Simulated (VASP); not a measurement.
Wanted: the native input for a VASP 6.6.1 run.

| Quantity | Value |
| --- | --- |
| Task | single point |
| Functional | r2SCAN |
| Dispersion | D4 |
| Potentials or basis | VASP PAW PBE potentials, release 64 (Tl_d, Cl) |
| Cutoff | 550 eV |
| k mesh | 4 × 4 × 4 |
| Occupations | gaussian, width 0.01 eV |
| Spin | no spin polarisation |
| Dipole correction | no |
| Further INCAR settings | ALGO = Normal; EDIFF = 1e-06; NBANDS = 17 |

The system is TlCl.

```
CELL_PARAMETERS angstrom
3.83400 0.00000 0.00000
0.00000 3.83400 0.00000
0.00000 0.00000 3.83400
ATOMIC_POSITIONS crystal
Tl 0.00000 0.00000 0.00000
Cl 0.50000 0.50000 0.50000
```

The input as run:

POSCAR

```
TlCl
1.0
    3.8340000000      0.0000000000      0.0000000000
    0.0000000000      3.8340000000      0.0000000000
    0.0000000000      0.0000000000      3.8340000000
Tl Cl
1 1
Direct
    0.0000000000      0.0000000000      0.0000000000
    0.5000000000      0.5000000000      0.5000000000
```

INCAR.step1

```
SYSTEM = TlCl
ALGO     = Normal         ! electronic algorithm
EDIFF    = 1E-5           ! SCF threshold, eV
ENCUT    = 550            ! plane-wave cutoff, eV
GGA      = PE             ! functional
GGA_COMPAT= .FALSE.      
ISMEAR   = 0              ! smearing method
LASPH    = .TRUE.         ! aspherical terms in the spheres
LCHARG   = .FALSE.        ! write CHGCAR
LREAL    = .FALSE.        ! projectors in reciprocal space
LWAVE    = .TRUE.         ! write WAVECAR
NBANDS   = 17             ! bands
NELM     = 120            ! most SCF steps
PREC     = Accurate       ! precision mode
SIGMA    = 0.01           ! smearing width, eV
```

INCAR.step2

```
SYSTEM = TlCl
ALGO     = Normal         ! electronic algorithm
EDIFF    = 1E-6           ! SCF threshold, eV
ENCUT    = 550            ! plane-wave cutoff, eV
GGA_COMPAT= .FALSE.      
ISIF     = 2              ! what is computed and relaxed
ISMEAR   = 0              ! smearing method
ISTART   = 1            
IVDW     = 13             ! dispersion correction
LASPH    = .TRUE.         ! aspherical terms in the spheres
LCHARG   = .TRUE.         ! write CHGCAR
LELF     = .TRUE.         ! ELF
LMIXTAU  = .TRUE.       
LREAL    = .FALSE.        ! projectors in reciprocal space
LVHAR    = .TRUE.       
LWAVE    = .FALSE.        ! write WAVECAR
METAGGA  = R2SCAN         ! meta-GGA
NBANDS   = 17             ! bands
NELM     = 120            ! most SCF steps
PREC     = Accurate       ! precision mode
SIGMA    = 0.01           ! smearing width, eV
VDW_A1   = 0.51559235   
VDW_A2   = 5.77342911   
VDW_S6   = 1.0          
VDW_S8   = 0.6018749
```

KPOINTS

```
k-points
0
G
  4 4 4
  0 0 0
```

Potentials or basis: VASP PAW PBE potentials, release 64 (Tl_d, Cl).

The run is started by

```bash
$ cat potpaw_PBE.64/Tl_d/POTCAR potpaw_PBE.64/Cl/POTCAR > POTCAR
$ cp INCAR.step1 INCAR
$ mpirun -np 1 vasp_std > vasp.out
$ cp INCAR.step2 INCAR
$ mpirun -np 1 vasp_std > vasp.out
```

It gave:

The pressure is -0.1 GPa. The band gap on the k mesh is 2.50 eV, direct and the dispersion energy per atom is -0.107 eV.

Caveat: the PAW data sets were made with another functional, which shifts forces and pressure a little; spin-orbit coupling is left out, which moves the levels of the heavy elements.

Run time: 86 s on 1 thread of AMD EPYC 7R13, on a shared host, peak memory 0.14 GiB.
